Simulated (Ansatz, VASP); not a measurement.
Given: the input of a run of Ansatz 0.2.0 on Ga.

File input.yaml:

```yaml
crystal:
  lattice:
    - [2.7697578399, 0.0, 0.0]
    - [0.0, 2.7697578399, 0.0]
    - [0.0, 0.0, 2.7697578399]
  atoms:
    - { symbol: Ga, position: [0.0, 0.0, 0.0] }
hamiltonian:
  xc: pbe0
  pseudopotentials: { kind: paw }
kpoints:
  mp_grid: { grid: [5, 5, 5] }
scf:
  occupations: { method: fermi_dirac, width: 0.05 }
output:
  forces: true
  stress: true
  eigenvalues: true
```

Potentials or basis: Ansatz PAW.

Launch:

```sh
$ ansatz run input.yaml --threads 2 --pin off --max-ram 5632MiB --backend cpu --events-out ev --progress --plain --runs-dir out
```

Set up the same calculation for VASP 6.6.1. Potentials there: VASP PAW PBE potentials, release 64 (Ga_d).

As run (the cutoff follows the program's own potentials):

File POSCAR:

```
Ga
1.0
    2.7697578399      0.0000000000      0.0000000000
    0.0000000000      2.7697578399      0.0000000000
    0.0000000000      0.0000000000      2.7697578399
Ga
1
Direct
    0.0000000000      0.0000000000      0.0000000000
```

File INCAR.step1:

```
SYSTEM = Ga
PREC = Accurate
ENCUT = 520
EDIFF = 1E-5
ISMEAR = -1
SIGMA = 0.05
LREAL = .False.
LASPH = .True.
NELM = 80
ALGO = Normal
ISIF = 2
LWAVE = .True.
LCHARG = .False.
GGA = PE
NBANDS = 12
```

Contents of INCAR.step2:

```
SYSTEM = Ga
PREC = Accurate
ENCUT = 520
EDIFF = 1E-7
ISMEAR = -1
SIGMA = 0.05
LREAL = .False.
LASPH = .True.
NELM = 80
ALGO = Normal
ISIF = 2
LWAVE = .False.
LCHARG = .False.
GGA = PE
LHFCALC = .True.
AEXX = 0.25
PRECFOCK = Normal
ISTART = 1
NBANDS = 12
```

Contents of KPOINTS:

```
regular mesh
0
Gamma
  5 5 5
  0 0 0
```

Potentials or basis: VASP PAW PBE potentials, release 64 (Ga_d).

The run is started by

```bash
$ cat potpaw_PBE.64/Ga_d/POTCAR > POTCAR
$ cp INCAR.step1 INCAR
$ mpirun -np 1 vasp_std > vasp.out
$ cp INCAR.step2 INCAR
$ mpirun -np 1 vasp_std > vasp.out
```

Both were run:

|  | VASP | Ansatz | Ansatz less VASP |
| --- | --- | --- | --- |
| gap on the k mesh at the Fermi level (eV) | none | none | - |
| pressure (GPa) | -4.1 | -4.1 | +0.03 |

A gap of «none» marks a metal or a gap that the smearing closes.

The k mesh is coarse, so the values compare programs but aren't converged.
